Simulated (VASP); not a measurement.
A run of VASP 6.6.1:

File INCAR:

```
SYSTEM = PdO2F6
ALGO     = Normal         ! electronic algorithm
EDIFF    = 1E-7           ! SCF threshold, eV
ENCUT    = 520            ! plane-wave cutoff, eV
GGA      = PE             ! functional
ISIF     = 2              ! what is computed and relaxed
ISMEAR   = 0              ! smearing method
LASPH    = .True.         ! aspherical terms in the spheres
LCHARG   = .False.        ! write CHGCAR
LREAL    = .False.        ! projectors in reciprocal space
LWAVE    = .False.        ! write WAVECAR
NBANDS   = 42             ! bands
NELM     = 80             ! most SCF steps
PREC     = Accurate       ! precision mode
SIGMA    = 0.0397         ! smearing width, eV
```

File KPOINTS:

```
Automatic mesh
0
Gamma
  4 4 4
  0 0.5 0.5
```

The input POSCAR:

```
PdO2F6
1.0
    4.9144580000      0.0000000000      0.0000000000
   -1.0329860000      4.8299740000      0.0000000000
   -0.0600900000     -1.0138960000      4.8781290000
F Pd O
6 1 2
Direct
    0.0836000000      0.7671000000      0.6794000000
    0.9164000000      0.2329000000      0.3206000000
    0.3057000000      0.9531000000      0.2026000000
    0.6943000000      0.0469000000      0.7974000000
    0.2282000000      0.3219000000      0.9101000000
    0.7718000000      0.6781000000      0.0899000000
    0.0000000000      0.0000000000      0.0000000000
    0.5392000000      0.4276000000      0.5536000000
    0.4608000000      0.5724000000      0.4464000000
```

Potentials or basis: VASP PAW PBE potentials, release 64 (F, Pd, O).

Command:

```console
$ cat potpaw_PBE.64/F/POTCAR potpaw_PBE.64/Pd/POTCAR potpaw_PBE.64/O/POTCAR > POTCAR
$ mpirun -np 1 vasp_std > vasp.out
```

Hardware: 1 thread of Intel(R) Xeon(R) Platinum 8259CL CPU @ 2.50GHz (Skylake/Cascade Lake), on a shared host.

Problem. How long does it take, and how much memory?

Solution. Run time: 4.7 min on 1 thread of Intel(R) Xeon(R) Platinum 8259CL CPU @ 2.50GHz (Skylake/Cascade Lake), on a shared host, peak memory 0.31 GiB. Counts: scf iterations 29, k points 32.
